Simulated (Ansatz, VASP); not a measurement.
# One calculation of Al2O3, two programs

Contents of INCAR:

```
SYSTEM = Al2O3
PREC = Accurate ; ENCUT = 520
EDIFF = 1E-6 ; ISMEAR = 0
SIGMA = 0.05 ; LREAL = .False.
LASPH = .True. ; NELM = 100
ALGO = Normal ; ISIF = 2
LWAVE = .False. ; LCHARG = .False.
GGA = CA ; NBANDS = 35
```

The input KPOINTS:

```
Automatic mesh
0
Gamma
  6 4 8
  0 0 0
```

The input POSCAR:

```
Al2O3
1.0
    4.7303632836      0.0000000000      0.0000000000
    0.0000000000      9.2859275033      0.0000000000
    0.0000000000      0.0000000000      2.9745879034
Al O
4 6
Direct
    0.4138788494      0.3309999366      0.5000000000
    0.5861211506      0.6690000634      0.5000000000
    0.9138788494      0.1690000634      0.0000000000
    0.0861211506      0.8309999366      0.0000000000
    0.7315554251      0.2226862107      0.5000000000
    0.0000000000      0.0000000000      0.0000000000
    0.7684445749      0.7226862107      0.0000000000
    0.2315554251      0.2773137893      0.0000000000
    0.2684445749      0.7773137893      0.5000000000
    0.5000000000      0.5000000000      0.5000000000
```

Input for Ansatz:

```yaml
crystal:
  lattice:
    - [4.7303632836, 0.0, 0.0]
    - [0.0, 9.2859275033, 0.0]
    - [0.0, 0.0, 2.9745879034]
  atoms:
    - { symbol: Al, position: [0.4138788494, 0.3309999366, 0.5] }
    - { symbol: Al, position: [0.5861211506, 0.6690000634, 0.5] }
    - { symbol: Al, position: [0.9138788494, 0.1690000634, 0.0] }
    - { symbol: Al, position: [0.0861211506, 0.8309999366, 0.0] }
    - { symbol: O, position: [0.7315554251, 0.2226862107, 0.5] }
    - { symbol: O, position: [0.0, 0.0, 0.0] }
    - { symbol: O, position: [0.7684445749, 0.7226862107, 0.0] }
    - { symbol: O, position: [0.2315554251, 0.2773137893, 0.0] }
    - { symbol: O, position: [0.2684445749, 0.7773137893, 0.5] }
    - { symbol: O, position: [0.5, 0.5, 0.5] }
basis:
  ecutwfc: 420
kpoints:
  mp_grid: { grid: [6, 4, 8] }
hamiltonian:
  xc: lda
scf:
  occupations: { method: gaussian, width: 0.05 }
output:
  forces: true
  stress: true
  eigenvalues: true
```

Change from the starting cell: strain +0.0300 x Voigt [1, -1, 0, 0, 0, 0], atoms carried along.

Alike in both runs: task single point; functional LDA; k mesh 6 × 4 × 8; occupations gaussian, width 0.05 eV; no spin polarisation.

```csv
,VASP,Ansatz
version,VASP 6.6.1,Ansatz 0.2.0
potentials or method,"VASP PAW LDA potentials, release 64 (Al, O), cutoff 520 eV","scalar-relativistic, plane waves, PAW"
valence electrons in the cell,48,48
```

Ansatz gave:

| Item | Value |
| --- | --- |
| gap on the k mesh at the Fermi level (eV) | 3.76 |
| least direct gap on the mesh (eV) | 3.76 |
| pressure (GPa) | 2.3 |
| traceless stress, the component that is largest in VASP (GPa) | 9.60 |
| rms of the force components (eV/Å) | 0.593 |

Task: What did VASP give for the same quantities?

Result: gap on the k mesh at the Fermi level (eV): 3.74; least direct gap on the mesh (eV): 3.74; pressure (GPa): 3.3; traceless stress, the component that is largest in VASP (GPa): 10.33; rms of the force components (eV/Å): 0.642.

LDA's correlation is that of Perdew and Zunger in VASP and of Perdew and Wang (1992) in Ansatz. Atom by atom the forces differ by 0.049 eV/Å (rms over components).
